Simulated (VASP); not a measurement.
# ScAl3As4 (P2/m) in VASP: single point with PBE

Aim: the single point of ScAl3As4 with PBE.

All numbers are computed with VASP 6.6.1; they aren't measurements. Logs are shortened: lines on timing, memory, paths and dates and some standing lists are left out, and cuts for length are marked.

## (1) The cell of the first run

It takes space group P2/m (No. 10, monoclinic). Conventional cell: a = 6.111 Å, b = 3.803 Å, c = 6.612 Å, α = 90.00°, β = 91.54°, γ = 90.00°. Sc (site symmetry 2/m) has 6 As at 2.74 to 2.75 Å and 2 Al at 3.06 Å within 3.6 Å. Within 3.5 Å of Al (site symmetry 2/m) lie 6 As at 2.63 to 2.69 Å and 2 Sc at 3.06 Å. Al (site symmetry 2/m) has 6 As at 2.64 to 2.78 Å and 2 Al at 3.06 Å within 3.5 Å. Al (site symmetry 2/m) has 6 As at 2.56 to 2.68 Å and 2 Al at 3.06 Å within 3.4 Å. Within 3.5 Å of As (site symmetry m) lie 5 Al at 2.64 to 2.69 Å and 1 Sc at 2.75 Å. As (site symmetry m) has 4 Al at 2.56 to 2.78 Å and 2 Sc at 2.74 Å within 3.4 Å.

The cell was generated, and may not be a known phase.

## (2) Single point, PBE

Input file INCAR:

```
ALGO = Normal ; EDIFF = 1E-7
ENCUT = 520 ; GGA = PE
ISIF = 2 ; ISMEAR = 0
LASPH = T ; LCHARG = T
LELF = T ; LREAL = F
LVHAR = T ; LWAVE = F
NBANDS = 30 ; NELM = 100
PREC = Accurate ; SIGMA = 0.1
```

Input file KPOINTS:

```
k-points
0
Gamma
  6 8 6
```

Input file POSCAR:

```
ScAl3As4
1.0
    6.1110255736      0.0000000000     -0.0020296060
    0.0000000000      3.8032483637      0.0000000000
   -0.1750230607      0.0000000000      6.6093732386
Sc Al As
1 3 4
Direct
    0.5000000000      0.5000000000      0.0000000000
    0.0000000000      0.5000000000      0.0000000000
    0.5000000000      0.0000000000      0.5000000000
    0.0000000000      0.0000000000      0.5000000000
    0.7483313817      0.5000000000      0.6599145427
    0.2516686183      0.5000000000      0.3400854573
    0.2286072726      0.0000000000      0.8298861832
    0.7713927274      0.0000000000      0.1701138168
```

Potentials or basis: VASP PAW PBE potentials, release 64 (Sc_sv, Al, As).

Started as:

```sh
$ cat potpaw_PBE.64/Sc_sv/POTCAR potpaw_PBE.64/Al/POTCAR potpaw_PBE.64/As/POTCAR > POTCAR
$ mpirun -np 1 vasp_std > vasp.out
```

OUTCAR:

```text
EDIFF = 1E-7
   ENCUT = 520
   GGA = PE
   ISIF = 2
   ISMEAR = 0
   LASPH = T
   LREAL = F
   NELM = 100
   PREC = Accurate

 ion  position               nearest neighbor table
   1  0.500  0.500  0.000-   7 2.74   8 2.74   7 2.74   8 2.74   5 2.75   6 2.75   2 3.06   2 3.06

   2  0.000  0.500  0.000-   7 2.63   8 2.63   7 2.63   8 2.63   5 2.69   6 2.69   1 3.06   1 3.06

   3  0.500  0.000  0.500-   5 2.64   6 2.64   5 2.64   6 2.64   7 2.78   8 2.78   4 3.06   4 3.06

   4  0.000  0.000  0.500-   7 2.56   8 2.56   5 2.68   6 2.68   5 2.68   6 2.68   3 3.06   3 3.06

   5  0.748  0.500  0.660-   3 2.64   3 2.64   4 2.68   4 2.68   2 2.69   1 2.75
   6  0.252  0.500  0.340-   3 2.64   3 2.64   4 2.68   4 2.68   2 2.69   1 2.75
   7  0.229  0.000  0.830-   4 2.56   2 2.63   2 2.63   1 2.74   1 2.74   3 2.78
   8  0.771  0.000  0.170-   4 2.56   2 2.63   2 2.63   1 2.74   1 2.74   3 2.78

  LATTYP: Found a simple monoclinic cell.
 ALAT       =     6.1110259106
 B/A-ratio  =     0.6223584091
 C/A-ratio  =     1.0819280306
 COS(beta)  =    -0.0268037617

  Lattice vectors:

 A1 = (   6.1110255736,   0.0000000000,  -0.0020296060)
 A2 = (   0.0000000000,   3.8032483637,   0.0000000000)
 A3 = (  -0.1750230607,   0.0000000000,   6.6093732386)

Analysis of symmetry for initial positions (statically):
=====================================================================
 Subroutine PRICEL returns:
 Original cell was already a primitive cell.

 Routine SETGRP: Setting up the symmetry group for a
 simple monoclinic supercell.

 Subroutine GETGRP returns: Found  4 space group operations
 (whereof  4 operations were pure point group operations)
 out of a pool of  4 trial point group operations.

The static configuration has the point symmetry C_2h.

Analysis of symmetry for dynamics (positions and initial velocities):
=====================================================================
 Subroutine PRICEL returns:
 Original cell was already a primitive cell.

 Routine SETGRP: Setting up the symmetry group for a
 simple monoclinic supercell.

 Subroutine GETGRP returns: Found  4 space group operations
 (whereof  4 operations were pure point group operations)
 out of a pool of  4 trial point group operations.

The dynamic configuration has the point symmetry C_2h.

 Subroutine INISYM returns: Found  4 space group operations
 (whereof  4 operations are pure point group operations),
 and found     1 'primitive' translations

[... 113 lines left out ...]
   ISYM   =      2    0-nonsym 1-usesym 2-fastsym
   POTIM  = 0.5000    time-step for ionic-motion
   TEBEG  =    0.0;   TEEND  =   0.0 temperature during run
   PSTRESS=    0.0 pullay stress
   NELECT =      40.0000    total number of electrons
   NUPDOWN=      -1.0000    fix difference up-down
   EMIN   =  10.00;   EMAX   =-10.00  energy-range for DOS
   EFERMI =   0.00;   METHOD = LEGACY
   ISMEAR =     0;   SIGMA  =   0.10  broadening in eV -4-tet -1-fermi 0-gaus
   EFERMI_NEDOS =   21; number of points for ismear=-14 and -15
   IALGO  =     38    algorithm
   IMIX   =      4    mixing-type and parameters
     AMIX     =   0.40;   BMIX     =  1.00
     AMIX_MAG =   1.60;   BMIX_MAG =  1.00
  volume/ion in A,a.u.               =      19.20       129.58
  Fermi-wavevector in a.u.,A,eV,Ry     =   1.045409  1.975537 14.869547  1.092881
  Thomas-Fermi vector in A             =   2.180204
   LORBIT       =      0    0 simple, 1 ext, 2 COOP (PROOUT), +10 PAW based schemes
   GGA     = PE    functional components
   LHFCALC =     F    Hartree Fock is set to
   AEXX    =    0.0000 exact exchange contribution
   IVDW    =     0    specifies the selected vdW correction
   LEPSILON=     F    determine dielectric tensor
   LRPA    =     F    only Hartree local field effects (RPA)
 non-spin polarized calculation
 Gauss-broadening in eV      SIGMA  =   0.10
  energy-cutoff  :      520.00
  volume of cell :      153.61
 maximum number of plane-waves:      4170
 NGX is ok and might be reduce to    48
   NGX = 23   NGY = 15   NGZ = 25

 number of electron      40.0000004 magnetization

 Free energy of the ion-electron system (eV)
  ---------------------------------------------------
  ext. energy  EPLUGINS =         0.00000000
  ---------------------------------------------------
  free energy    TOTEN  =       -40.11622255 eV

  energy without entropy =      -40.11118246  energy(sigma->0) =      -40.11370251

 E-fermi :   5.9536     XC(G=0): -10.1535

 val. band max:        5.9295080543   @ k =   0.0000   0.2500   0.0000
 cond. band min:       5.9845959467   @ k =   0.0000   0.5000   0.1667
 fundamental gap:      0.0550878924
 Fermi energy:         5.9535556436

 k-point     1 :       0.0000    0.0000    0.0000
  band No.  band energies     occupation
      1     -43.8113      2.00000
      2     -22.4837      2.00000
      3     -22.4487      2.00000
      4     -22.4441      2.00000
      5      -6.9526      2.00000
      6      -4.8530      2.00000
[... 781 lines left out ...]
     29       9.6833      0.00000
     30      10.1140      0.00000

 [... further k-points ...]

------------------------ aborting loop because EDIFF is reached ----------------------------------------

  FORCE on cell =-STRESS in cart. coord.  units (eV):
  Direction    XX          YY          ZZ          XY          YZ          ZX
  --------------------------------------------------------------------------------------
  -------------------------------------------------------------------------------------
  Total        0.2005182      0.2317444      0.2355415      0.0000000      0.0000000     -0.0190483
  in kB        2.0914094      2.4171001      2.4567036      0.0000000      0.0000000     -0.1986743
  external PRESSURE =       2.3217377 kB  Pullay stress =       0.0000000 kB

 VOLUME and BASIS-vectors are now :
 -----------------------------------------------------------------------------
  energy-cutoff  :      520.00
  volume of cell :      153.61
      direct lattice vectors                 reciprocal lattice vectors
     6.111025574  0.000000000 -0.002029606     0.163640093  0.000000000  0.004333359
     0.000000000  3.803248364  0.000000000     0.000000000  0.262933131  0.000000000
    -0.175023061  0.000000000  6.609373239     0.000050251  0.000000000  0.151301607

 POSITION                                       TOTAL-FORCE (eV/Angst)
 -----------------------------------------------------------------------------------
      3.05551      1.90162     -0.00101        -0.000000      0.000000      0.000000
      0.00000      1.90162      0.00000         0.000000      0.000000      0.000000
      2.96800      0.00000      3.30367        -0.000000      0.000000      0.000000
     -0.08751      0.00000      3.30469         0.000000      0.000000      0.000000
      4.45757      1.90162      4.36010        -0.001826      0.000000     -0.004335
      1.47843      1.90162      2.24724         0.001826     -0.000000      0.004335
      1.25178      0.00000      5.48456        -0.009006      0.000000     -0.003946
      4.68423      0.00000      1.12278         0.009006      0.000000      0.003946
 -----------------------------------------------------------------------------------
    total drift:                                0.000000     -0.000000      0.000000

  FREE ENERGIE OF THE ION-ELECTRON SYSTEM (eV)
  ---------------------------------------------------
  free  energy   TOTEN  =       -40.1162225539 eV

  energy  without entropy=      -40.1111824627  energy(sigma->0) =      -40.11370251
```

OSZICAR:

```text
N       E                     dE             d eps       ncg     rms          rms(c)
DAV:   1     0.291309652440E+03    0.29131E+03   -0.16471E+04  6048   0.117E+03
DAV:   2    -0.904551121715E+01   -0.30036E+03   -0.29106E+03  6064   0.312E+02
DAV:   3    -0.407908030922E+02   -0.31745E+02   -0.30428E+02  8844   0.877E+01
DAV:   4    -0.422276124880E+02   -0.14368E+01   -0.14294E+01  8486   0.196E+01
DAV:   5    -0.422580121228E+02   -0.30400E-01   -0.30382E-01  7994   0.316E+00    0.925E+00
DAV:   6    -0.402152314153E+02    0.20428E+01   -0.60928E+00  9272   0.195E+01    0.370E+00
DAV:   7    -0.401461963102E+02    0.69035E-01   -0.70523E-01  9556   0.541E+00    0.250E+00
DAV:   8    -0.401240563410E+02    0.22140E-01   -0.21768E-01  9480   0.359E+00    0.731E-01
DAV:   9    -0.401200318638E+02    0.40245E-02   -0.99230E-02  9522   0.284E+00    0.372E-01
DAV:  10    -0.401162886991E+02    0.37432E-02   -0.22620E-02  9244   0.138E+00    0.112E-01
DAV:  11    -0.401162412872E+02    0.47412E-04   -0.10327E-03  8836   0.212E-01    0.624E-02
DAV:  12    -0.401162176853E+02    0.23602E-04   -0.22408E-04  9980   0.120E-01    0.169E-02
DAV:  13    -0.401162225591E+02   -0.48738E-05   -0.13658E-05  8076   0.224E-02    0.463E-03
DAV:  14    -0.401162226119E+02   -0.52777E-07   -0.17314E-06  9622   0.911E-03    0.219E-03
DAV:  15    -0.401162225539E+02    0.57919E-07   -0.26995E-07  6460   0.250E-03
   1 F= -.40116223E+02 E0= -.40113703E+02  d E =-.504009E-02
```

Run time: 12 min. Hardware: 1 thread of Intel Xeon 8259CL, shared host; peak memory 0.54 GiB.

Results:

```yaml
Free_energy: -40.1162 eV
Pressure: 0.2 GPa
Largest_force: 0.010 eV/Å
Band_gap_on_the_k_mesh: zero (bands 20 and 21 overlap by 0.82 eV)
```

Forces on the atoms (eV/Å):
```
Sc   0.000  0.000  0.000
Al   0.000  0.000  0.000
Al   0.000  0.000  0.000
Al   0.000  0.000  0.000
As  -0.002  0.000 -0.004
As   0.002  0.000  0.004
As  -0.009  0.000 -0.004
As   0.009  0.000  0.004
```

Levels at points of the mesh, in eV from the Fermi level:
| k point | band 18 | band 19 | band 20 | band 21 | band 22 | band 23 |
| --- | --- | --- | --- | --- | --- | --- |
| (0.00, 0.00, 0.00) | -0.22 | -0.11 | 0.15 | 0.55 | 0.75 | 1.76 |
| (0.50, 0.00, 0.00) | -0.81 | -0.18 | -0.08 | 0.29 | 0.89 | 0.96 |
| (0.00, 0.50, 0.00) | -2.38 | -2.19 | -1.25 | -0.15 | 1.02 | 2.09 |
| (0.50, 0.50, 0.00) | -1.47 | -0.70 | -0.64 | 1.40 | 1.44 | 1.60 |
| (0.00, 0.00, 0.50) | -0.78 | -0.31 | -0.08 | 0.41 | 1.73 | 1.89 |
| (0.50, 0.00, 0.50) | -1.49 | -1.38 | -0.30 | 0.22 | 1.65 | 1.71 |
| (0.00, 0.50, 0.50) | -2.14 | -1.23 | -0.77 | 0.19 | 0.57 | 0.62 |
| (0.50, 0.50, 0.50) | -1.92 | -1.32 | -0.79 | 0.68 | 0.79 | 0.89 |

The gap in the log of VASP goes by the Fermi energy; the results here count the filled bands.